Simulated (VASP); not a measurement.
Here is a VASP 6.6.1 calculation.

The input INCAR:

```
SYSTEM = CuO
PREC     = Accurate       ! precision mode
ENCUT    = 520            ! plane-wave cutoff, eV
EDIFF    = 1E-8           ! SCF threshold, eV
ISMEAR   = -1             ! smearing method
SIGMA    = 0.05           ! smearing width, eV
LREAL    = .False.        ! projectors in reciprocal space
LASPH    = .True.         ! aspherical terms in the spheres
NELM     = 60             ! most SCF steps
ALGO     = Normal         ! electronic algorithm
ISIF     = 2              ! what is computed and relaxed
LWAVE    = .False.        ! write WAVECAR
LCHARG   = .False.        ! write CHGCAR
GGA      = PE             ! functional
IBRION   = 8              ! ionic algorithm
NSW      = 1              ! ionic steps
```

KPOINTS

```
regular mesh
0
Gamma
  7 7 5
  0 0 0
```

Contents of POSCAR:

```
CuO
1.0
    3.1754955000      0.0000000000      0.0000000000
    0.0000000000      3.1754955000      0.0000000000
    0.0000000000      0.0000000000      4.6495318700
Cu O
2 2
Direct
    0.0000000000      0.0000000000      0.0000000000
    0.5000000000      0.5000000000      0.0000000000
    0.5000000000      0.0000000000      0.2670000000
    0.0000000000      0.5000000000      0.7330000000
```

Potentials or basis: VASP PAW PBE potentials, release 64 (Cu, O).

Command:

```sh
$ cat potpaw_PBE.64/Cu/POTCAR potpaw_PBE.64/O/POTCAR > POTCAR
$ mpirun -np 1 vasp_std > vasp.out
```

Task: Predict the highest phonon frequency at Γ, LO-TO splitting left out.

Result: 443 cm⁻¹.

Task: Predict the most unstable mode.

Result: 215i cm⁻¹.

Phonon frequencies in cm⁻¹ (negative: imaginary):
```
              q point                                   frequencies
(0.000, 0.000, 0.000)  -215 -2 -2 0 224 224 280 280 332 332 406 443
```

Caveat: the cell stands under pressure or tension, which shifts response properties; some modes are imaginary.
